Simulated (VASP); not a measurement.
A run of VASP 6.6.1 is set up as follows.

File INCAR:

```
SYSTEM = MgO
PREC     = Accurate       ! precision mode
ENCUT    = 600            ! plane-wave cutoff, eV
EDIFF    = 1E-7           ! SCF threshold, eV
ISMEAR   = 0              ! smearing method
SIGMA    = 0.01           ! smearing width, eV
LREAL    = .FALSE.        ! projectors in reciprocal space
LASPH    = .TRUE.         ! aspherical terms in the spheres
NELM     = 80             ! most SCF steps
ALGO     = Normal         ! electronic algorithm
ISIF     = 3              ! what is computed and relaxed
LWAVE    = .FALSE.        ! write WAVECAR
LCHARG   = .FALSE.        ! write CHGCAR
GGA      = B5             ! functional
ALDAX    = 1.0          
AGGAX    = 1.0          
AGGAC    = 1.0          
ALDAC    = 0.0          
IVDW     = 12             ! dispersion correction
VDW_S6   = 1.0          
VDW_S8   = 2.6996       
VDW_A1   = 0.4298       
VDW_A2   = 4.2359       
IBRION   = 2              ! ionic algorithm
NSW      = 80             ! ionic steps
EDIFFG   = -0.01          ! ionic threshold
```

Contents of KPOINTS:

```
regular mesh
0
G
  6 6 4
  0 0 0
```

File POSCAR:

```
MgO
1.0
    3.4863778600      0.0000000000      0.0000000000
   -1.7431889300      3.0192918000      0.0000000000
    0.0000000000      0.0000000000      4.1780412200
Mg O
2 2
Direct
    0.6666666667      0.3333333333      0.7500000000
    0.3333333333      0.6666666667      0.2500000000
    0.6666666667      0.3333333333      0.2500000000
    0.3333333333      0.6666666667      0.7500000000
```

Potentials or basis: VASP PAW PBE potentials, release 64 (Mg, O).

Launch:

```console
$ cat potpaw_PBE.64/Mg/POTCAR potpaw_PBE.64/O/POTCAR > POTCAR
$ mpirun -np 1 vasp_std > vasp.out
```

Task: Predict the relaxed volume.

Result: 10.80 Å³/atom.

Task: Estimate the relaxed cell.

Result: a = 3.456 Å, b = 3.456 Å, c = 4.175 Å, α = 90.00°, β = 90.00°, γ = 120.00°.

Task: What does it give for the space group after relaxing (to 0.05 Å)?

Result: P6_3/mmc (No. 194).

Task: Estimate the dispersion energy per atom.

Result: -0.550 eV.

Final structure:
```cif
data_structure
_symmetry_space_group_name_H-M 'P 1'
_symmetry_Int_Tables_number 1
_cell_length_a 3.4559
_cell_length_b 3.4559
_cell_length_c 4.1748
_cell_angle_alpha 90.000
_cell_angle_beta 90.000
_cell_angle_gamma 120.000
_cell_volume 43.18
loop_
_atom_site_label
_atom_site_type_symbol
_atom_site_fract_x
_atom_site_fract_y
_atom_site_fract_z
_atom_site_occupancy
Mg1 Mg 0.66667 0.33333 0.75000 1
Mg2 Mg 0.33333 0.66667 0.25000 1
O1 O 0.66667 0.33333 0.25000 1
O2 O 0.33333 0.66667 0.75000 1
```

Caveat: the PAW data sets were made with another functional, which shifts forces and pressure a little.
